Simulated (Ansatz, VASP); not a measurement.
# One calculation of BaS, two programs

```
Ba S
1.0
     5.00882    0.00000    0.00000
    -2.50441    4.33777    0.00000
     0.00000    0.00000    8.24109
Ba S
2 2
Cartesian
  0.0000 2.8918 3.0750
  2.5044 1.4459 7.1956
  0.0000 2.8918 0.0000
  2.5044 1.4459 4.1205
```

Alike in both runs: task single point; functional PBE; k mesh 6 × 6 × 2; occupations gaussian, width 0.1 eV; no spin polarisation.

|  | VASP | Ansatz |
| --- | --- | --- |
| version | VASP 6.6.1 | Ansatz 0.2.0 |
| potentials or method | VASP PAW PBE potentials, release 64 (Ba_sv, S), cutoff 520 eV | scalar-relativistic, plane waves, PAW |
| valence electrons in the cell | 32 | 32 |

VASP gave:

```
gap on the k mesh at the Fermi level (eV)                     : 2.77
least direct gap on the mesh (eV)                             : 3.14
pressure (GPa)                                                : -0.4
traceless stress, the component that is largest in VASP (GPa) : -0.43
rms of the force components (eV/Å)                            : 0.047
```

**Question.** What did Ansatz give for the same quantities?

**Answer.** gap on the k mesh at the Fermi level (eV): 2.76; least direct gap on the mesh (eV): 3.12; pressure (GPa): -0.8; traceless stress, the component that is largest in VASP (GPa): -0.44; rms of the force components (eV/Å): 0.047.

Atom by atom the forces differ by 0.000 eV/Å (rms over components).

Neither program's run includes spin-orbit coupling.
